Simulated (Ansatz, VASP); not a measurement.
## GaN: VASP beside Ansatz

```
Ga N
1.0
     0.00000    2.10852    2.10852
     2.10852    0.00000    2.10852
     2.10852    2.10852    0.00000
Ga N
1 1
Direct
  0.50000 0.50000 0.50000
  0.00000 0.00000 0.00000
```

Alike in both runs: task single point; functional PBE-based screened hybrid; k mesh 6 × 6 × 6; no spin polarisation.

```csv
,VASP,Ansatz
version,VASP 6.6.1,Ansatz 0.2.0
potentials or method,"VASP PAW PBE potentials, release 64 (Ga_d, N)",plane waves
plane-wave cutoff (eV),520,420
occupations,"gaussian, width 0.01 eV",fixed
valence electrons in the cell,18,18
```

Ansatz gave:

* gap on the k mesh at the Fermi level (eV): 0.93
* pressure (GPa): 6.0

Question: Estimate VASP's values.

Answer: gap on the k mesh at the Fermi level (eV): 0.92; pressure (GPa): 7.0.

VASP's potentials were made for PBE, not for PBE-based screened hybrid. Ansatz's warnings: stress exchange threshold loose, stress scf threshold loose.

The k mesh is coarse, so the values compare programs but aren't converged.
